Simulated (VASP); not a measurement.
MgZn3O4, 8 atoms in the cell. The structure is cubic, space group Pm-3m (No. 221). Conventional cell: a = 4.313 Å, b = 4.313 Å, c = 4.313 Å, α = 90.00°, β = 90.00°, γ = 90.00°. Mg (site symmetry m-3m) has 6 O at 2.16 Å within 2.9 Å. Zn (site symmetry 4/mmm) has 6 O at 2.16 Å within 2.9 Å. O (site symmetry 4/mmm) has 2 Mg at 2.16 Å and 4 Zn at 2.16 Å within 2.9 Å. O (site symmetry m-3m) has 6 Zn at 2.16 Å within 2.9 Å. 

- Program: VASP 6.6.1
- Task: relaxation of cell and atoms
- Functional: PBE
- Potentials or basis: VASP PAW PBE potentials, release 64 (Mg, Zn, O)
- Cutoff: 600 eV
- k mesh: 6 × 6 × 6
- Occupations: gaussian, width 0.02 eV
- Spin: no spin polarisation
- Dipole correction: no
- Further INCAR settings: ALGO = Normal; EDIFF = 1e-07; IBRION = 2; EDIFFG = -0.01; NSW = 100; ISIF = 3

Potentials or basis: VASP PAW PBE potentials, release 64 (Mg, Zn, O).

The run is started by

```console
$ cat potpaw_PBE.64/Mg/POTCAR potpaw_PBE.64/Zn/POTCAR potpaw_PBE.64/O/POTCAR > POTCAR
$ mpirun -np 1 vasp_std > vasp.out
```

Hardware: 1 thread of Intel(R) Xeon(R) Platinum 8488C (Sapphire Rapids), with other jobs on the host.

Question: Estimate the wall time of this run.

Answer: It took 2.3 min on 1 thread of Intel(R) Xeon(R) Platinum 8488C (Sapphire Rapids), with other jobs on the host, peak memory 0.23 GiB. Counts: scf iterations 25, k points 20, ion steps 2.
